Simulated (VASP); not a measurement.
SnTe:

```
CELL_PARAMETERS angstrom
0.00000 3.15085 3.15085
3.15085 0.00000 3.15085
3.15085 3.15085 0.00000
ATOMIC_POSITIONS crystal
Sn 0.00000 0.00000 0.00000
Te 0.50000 0.50000 0.50000
```

- Program: VASP 6.6.1
- Task: relaxation of cell and atoms
- Functional: PBE
- Potentials or basis: VASP PAW PBE potentials, release 64 (Sn_d, Te)
- Cutoff: 600 eV
- k mesh: 6 × 6 × 6
- Occupations: fermi-dirac, width 0.02 eV
- Spin: no spin polarisation

At the start: pressure 2.2 GPa; volume 31.28 Å³/atom.

Problem. Where does the relaxation end?

Solution. Over 3 steps the energy falls by 11.0 meV/atom and the volume is 32.94 Å³/atom (+5.3 %); space group Fm-3m (No. 225, to 0.1 Å) before and after.

The path:
| step | energy change (eV) | largest force (eV/Å) | pressure (GPa) | volume (Å³) |
| --- | --- | --- | --- | --- |
| 1 | 0.0000 | 0.0000 | 2.24 | 62.56 |
| 2 | -0.0211 | 0.0000 | -0.40 | 66.60 |
| 3 | -0.0220 | 0.0000 | 0.01 | 65.87 |

Final structure:
```
Sn Te
1.0
     0.00000    3.20549    3.20549
     3.20549    0.00000    3.20549
     3.20549    3.20549    0.00000
Sn Te
1 1
Direct
  0.00000 0.00000 0.00000
  0.50000 0.50000 0.50000
```
